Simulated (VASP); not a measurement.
SnO:

```
CELL_PARAMETERS angstrom
3.83895 0.00000 0.00000
0.00000 3.83895 0.00000
0.00000 0.00000 4.91928
ATOMIC_POSITIONS crystal
Sn 0.50000 0.00000 0.76463
Sn 0.00000 0.50000 0.23537
O 0.00000 0.00000 0.00000
O 0.50000 0.50000 0.00000
```

This cell differs from its parent crystal: volume scaled by 1.02.

Program: VASP 6.6.1. Alike in all runs: task single point; no spin polarisation; cell as given; k mesh 7 × 7 × 6; cutoff (eV) 520; smearing fermi-dirac 0.05 eV.

**Question.** Order these runs on this cell by their pressure, lowest first.
A. level LDA; potentials or basis VASP PAW LDA potentials, release 64 (Sn_d, O)
B. level PBE+D3(BJ); potentials or basis VASP PAW PBE potentials, release 64 (Sn_d, O)
C. level PBEsol; potentials or basis VASP PAW PBE potentials, release 64 (Sn_d, O)

**Answer.** A (-4.7 GPa), C (-2.1 GPa), B (-0.1 GPa).

Caveats: the PAW data sets were made with another functional, which shifts forces and pressure a little (some runs).
